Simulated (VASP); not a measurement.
Runs of VASP 6.6.1 on Zn. The structure is that of space group P6_3/mmc (No. 194), or close to it. The cells are those of the table. 

| task | cell | cutoff (eV) | gap on the mesh (eV) | pressure (GPa) |
| --- | --- | --- | --- | --- |
| relaxation of cell and atoms | relaxed to 20 GPa from a = 2.790, b = 2.790, c = 4.556 Å, angles 90.0, 90.0, 120.0°, 2 atoms | 600 | none | 20.0 |
| single point | a = 2.519, b = 2.519, c = 4.390 Å, angles 90.0, 90.0, 120.0°, 2 atoms | 520 | none | 21.0 |
| single point | a = 2.403, b = 2.403, c = 4.144 Å, angles 90.0, 90.0, 120.0°, 2 atoms | 520 | none | 61.6 |
| relaxation of cell and atoms | relaxed to 60 GPa from a = 2.790, b = 2.790, c = 4.556 Å, angles 90.0, 90.0, 120.0°, 2 atoms | 600 | none | 60.0 |
| relaxation of cell and atoms | relaxed from a = 2.790, b = 2.790, c = 4.556 Å, angles 90.0, 90.0, 120.0°, 2 atoms | 600 | none | 0.0 |
| single point | a = 2.652, b = 2.652, c = 4.642 Å, angles 90.0, 90.0, 120.0°, 2 atoms | 520 | none | (a) |
| single point | a = 2.452, b = 2.452, c = 4.246 Å, angles 90.0, 90.0, 120.0°, 2 atoms | 520 | none | 41.3 |
| relaxation of cell and atoms | relaxed to 40 GPa from a = 2.790, b = 2.790, c = 4.556 Å, angles 90.0, 90.0, 120.0°, 2 atoms | 600 | none | 40.1 |

Alike in all rows: level PBEsol; potentials or basis VASP PAW PBE potentials, release 64 (Zn); no spin polarisation; k mesh 7 × 7 × 4; smearing gaussian 0.1 eV.

Q: Fill in the values left out.

A: (a) 0.6.

Caveats: all runs use coarse meshes; the PAW data sets were made with another functional, which shifts forces and pressure a little; the cell is relaxed towards a set pressure, so the enthalpy falls and the energy may rise (some runs).

A gap of «none» marks levels without a gap at the run's occupations.
